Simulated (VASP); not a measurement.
Input of a VASP 6.6.1 run:

The input INCAR:

```
  PREC = Accurate
  ENCUT = 520
  EDIFF = 1E-6
  ISMEAR = -1
  SIGMA = 0.1
  LREAL = False
  LASPH = True
  NELM = 60
  ALGO = Normal
  ISIF = 2
  LWAVE = False
  LCHARG = False
  GGA = CA
  NBANDS = 19
```

File KPOINTS:

```
regular mesh
0
Gamma
  14 14 8
```

File POSCAR:

```
Zr
1.0
    2.6932068994      0.0000000000      0.0000000000
   -1.3466034497      2.3323855925      0.0000000000
    0.0000000000      0.0000000000      4.8572293851
Zr
2
Direct
    0.3333333333      0.6666666667      0.2500000000
    0.6666666667      0.3333333333      0.7500000000
```

Potentials or basis: VASP PAW LDA potentials, release 64 (Zr_sv).

Run with:

```sh
$ cat potpaw_LDA.64/Zr_sv/POTCAR > POTCAR
$ mpirun -np 1 vasp_std > vasp.out
```

Task: Estimate the band gap on the k mesh.

Result: Zero (band 12 reaches 15.40 eV, above the bottom of band 13 at 13.98 eV).

Task: Estimate the pressure.

Result: 62.8 GPa.
